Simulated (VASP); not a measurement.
A run of VASP 6.6.1:

Contents of INCAR:

```
PREC = Accurate
ENCUT = 520
EDIFF = 1E-6
ISMEAR = 0
SIGMA = 0.01
LREAL = F
LASPH = T
NELM = 100
ALGO = Normal
ISIF = 2
LWAVE = F
LCHARG = F
GGA = PS
NBANDS = 21
ISYM = 0
```

KPOINTS

```
regular mesh
0
Gamma
  12 12 10
```

File POSCAR:

```
Si3Sn
1.0
   -0.0000001987     -2.8522143284     -2.8522158789
   -2.8522143284     -0.0000001987     -2.8522158789
    2.8718333020      2.8718333020     -5.7240505416
Sn Si
1 3
Direct
    0.5005781288      0.5005781288      0.4982657806
    0.0001561993      0.0001561993     -0.0004688585
    0.6312130748      0.6312130748      0.1063606119
    0.1180525971      0.1180525971      0.6458424660
```

Potentials or basis: VASP PAW PBE potentials, release 64 (Sn_d, Si).

Run with:

```sh
$ cat potpaw_PBE.64/Sn_d/POTCAR potpaw_PBE.64/Si/POTCAR > POTCAR
$ mpirun -np 1 vasp_std > vasp.out
```

Hardware: 1 thread of Intel(R) Xeon(R) Platinum 8259CL CPU @ 2.50GHz (Skylake/Cascade Lake), with other jobs on the host.

Q: How long does it take, and how much memory?

A: It took 17 min on 1 thread of Intel(R) Xeon(R) Platinum 8259CL CPU @ 2.50GHz (Skylake/Cascade Lake) (shared host), peak memory 1.2 GiB. Counts: scf iterations 13, k points 724.
